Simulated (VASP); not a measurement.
Write the native input for VASP 6.6.1 that does the following.

```yaml
Task: relaxation of cell and atoms
Functional: PBE
Potentials_or_basis: VASP PAW PBE potentials, release 64 (Al, Rh_pv)
Cutoff: 600 eV
k_mesh: 10 × 10 × 10
Occupations: gaussian, width 0.1 eV
Spin: no spin polarisation
Dipole_correction: no
Further_INCAR_settings: ALGO = Fast; EDIFF = 1e-06; IBRION = 2; EDIFFG = -0.01; NSW = 100; ISIF = 3
```

The structure of Al5Rh lies in POSCAR:

```
Al5Rh
1.0
    0.0000000000      3.6322918600      3.6322918600
    3.6322918600      0.0000000000      3.6322918600
    3.6322918600      3.6322918600      0.0000000000
Al Rh
5 1
Direct
    0.7500000000      0.7500000000      0.7500000000
    0.3749198113      0.3749198113      0.8752405662
    0.3749198113      0.8752405662      0.3749198113
    0.3749198113      0.3749198113      0.3749198113
    0.8752405662      0.3749198113      0.3749198113
    0.0000000000      0.0000000000      0.0000000000
```

One way to write it, as run:

INCAR

```
  ALGO = Fast
  EDIFF = 1E-6
  EDIFFG = -0.01
  ENCUT = 600
  GGA = PE
  IBRION = 2
  ISIF = 3
  ISMEAR = 0
  LASPH = T
  LCHARG = F
  LREAL = F
  LWAVE = F
  NELM = 100
  NSW = 100
  PREC = Accurate
  SIGMA = 0.1
```

KPOINTS

```
k-points
0
Gamma
  10 10 10
```

Potentials or basis: VASP PAW PBE potentials, release 64 (Al, Rh_pv).

The run is started by

```bash
$ cat potpaw_PBE.64/Al/POTCAR potpaw_PBE.64/Rh_pv/POTCAR > POTCAR
$ mpirun -np 1 vasp_std > vasp.out
```

It gave:

```json
{
 "Relaxed volume": "15.93 Å³/atom",
 "Relaxed cell": "a = 5.132 Å, b = 5.132 Å, c = 5.132 Å, α = 60.00°, β = 60.00°, γ = 60.00°",
 "Space group after relaxing (to 0.05 Å)": "F-43m (No. 216)",
 "Energy gained by relaxing": "0.2 meV/atom",
 "Ionic steps": "3",
 "Pressure after relaxing": "-0.1 GPa",
 "Largest force after relaxing": "0.009 eV/Å",
 "Band gap on the k mesh": "zero (band 15 reaches 10.45 eV, above the bottom of band 16 at 8.11 eV)"
}
```

Wall time 12 min on 1 thread of AMD EPYC 7R13, with other jobs on the host, peak memory 0.3 GiB.
